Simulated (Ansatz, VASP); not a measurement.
**YMnI5 in VASP and in Ansatz**

```xyz
7
Lattice="5.1777 0.0000 0.0000 0.0000 5.1777 0.0000 0.0000 0.0000 8.8785" Properties=species:S:1:pos:R:3 pbc="T T T"
Y     0.0000    0.0000    0.0000
Mn    0.0000    0.0000    4.4392
I     2.5888    2.5888    0.0000
I     2.5888    0.0000    6.2827
I     0.0000    2.5888    6.2827
I     2.5888    0.0000    2.5958
I     0.0000    2.5888    2.5958
```

Change from the starting cell: species swapped into the YIn5Co type (P4/mmm, No. 123).

Alike in both runs: functional PBE; k mesh 4 × 4 × 2; occupations gaussian, width 0.1 eV; collinear spin.

Ansatz relaxed the structure, and its values are those at the end. VASP's run is a single point on that final structure, the one shown.

|  | VASP | Ansatz |
| --- | --- | --- |
| version | VASP 6.6.1 | Ansatz 0.2.0 |
| potentials or method | VASP PAW PBE potentials, release 64 (Y_sv, Mn_pv, I), cutoff 520 eV | scalar-relativistic, plane waves, PAW |
| valence electrons in the cell | 59 | 111 |

VASP gave:

* gap on the k mesh at the Fermi level (eV): none
* pressure (GPa): -0.2
* rms of the force components (eV/Å): 0.018
* net moment per atom (μB): 0.72
* size of the moment on the site where the two differ most (μB): 4.36

Estimate Ansatz's values.

gap on the k mesh at the Fermi level (eV): none; pressure (GPa): -0.2; rms of the force components (eV/Å): 0.017; net moment per atom (μB): 0.72; size of the moment on the site where the two differ most (μB): 4.53.

Site moments also hang on the region over which each program counts them. A gap of «none» marks a metal or a gap that the smearing closes. VASP's potentials hold 59 valence electrons a cell and Ansatz's 111, so a difference there can come from the potentials and not from the codes.

Spin-orbit coupling is off throughout.
